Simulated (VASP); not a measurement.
Set up this calculation in VASP 6.6.1, as the native input.

- Task: electric field gradients
- Functional: LDA
- Potentials or basis: VASP PAW LDA potentials, release 64 (Pd)
- Cutoff: 520 eV
- k mesh: 18 × 18 × 18
- Occupations: fermi-dirac, width 0.05 eV
- Spin: no spin polarisation
- Dipole correction: no
- Further INCAR settings: ALGO = Normal; EDIFF = 1e-08; NBANDS = 11

The structure of Pd lies in POSCAR:

```
Pd
1.0
    0.0388980000      1.9643490000      1.9643490000
    1.9643490000      0.0388980000      1.9643490000
    1.9643490000      1.9643490000      0.0388980000
Pd
1
Direct
    0.0000000000      0.0000000000      0.0000000000
```

This cell differs from its parent crystal: equal xy, yz and zx shear strains of +2 %.

The input as run:

INCAR

```
ALGO = Normal
EDIFF = 1E-8
ENCUT = 520
GGA = CA
ISIF = 2
ISMEAR = -1
LASPH = True
LCHARG = False
LEFG = True
LREAL = False
LWAVE = False
NBANDS = 11
NELM = 100
PREC = Accurate
SIGMA = 0.05
```

KPOINTS

```
k-points
0
Gamma
  18 18 18
```

Potentials or basis: VASP PAW LDA potentials, release 64 (Pd).

Run with:

```bash
$ cat potpaw_LDA.64/Pd/POTCAR > POTCAR
$ mpirun -np 1 vasp_std > vasp.out
```

Results of the run:

```yaml
Pressure: -7.5 GPa
Band_gap_on_the_k_mesh: zero (bands 5 and 6 overlap by 1.62 eV)
Largest_electric_field_gradient_by_atom: Pd -6.6 V/Å²
```

Caveat: the cell differs from its parent crystal (equal xy, yz and zx shear strains of +2 %); the cell stands under tension; without QUAD_EFG the Cq values of the log hold for a quadrupole moment of 1 mb, not for the nuclei.

It took 2.2 min on 1 thread of Intel Xeon 8259CL, with other jobs on the host, peak memory 0.21 GiB.
